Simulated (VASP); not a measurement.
BaF2 (Frankdicksonite):

```xyz
3
Lattice="0.0000 3.0972 3.0972 3.0972 0.0000 3.0972 3.0972 3.0972 0.0000" Properties=species:S:1:pos:R:3 pbc="T T T"
Ba    0.0000    0.0000    0.0000
F     1.5486    1.5486    1.5486
F     4.6457    4.6457    4.6457
```

Program: VASP 6.6.1. Alike in all runs: task single point; cell as given; k mesh 6 × 6 × 6; smearing gaussian 0.01 eV.

Task: Order these runs on this cell by their pressure, lowest first.
A. level LDA; potentials or basis VASP PAW LDA potentials, release 64 (Ba_sv, F); spin off; cutoff (eV) 600
B. level PBE; potentials or basis VASP PAW PBE potentials, release 64 (Ba_sv, F); spin non-collinear, zero start, SOC; cutoff (eV) 600
C. level r2SCAN; potentials or basis VASP PAW PBE potentials, release 64 (Ba_sv, F); spin off; cutoff (eV) 660

Result: A (-3.3 GPa), C (0.9 GPa), B (2.4 GPa).

Caveats: the PAW data sets were made with another functional, which shifts forces and pressure a little (some runs).
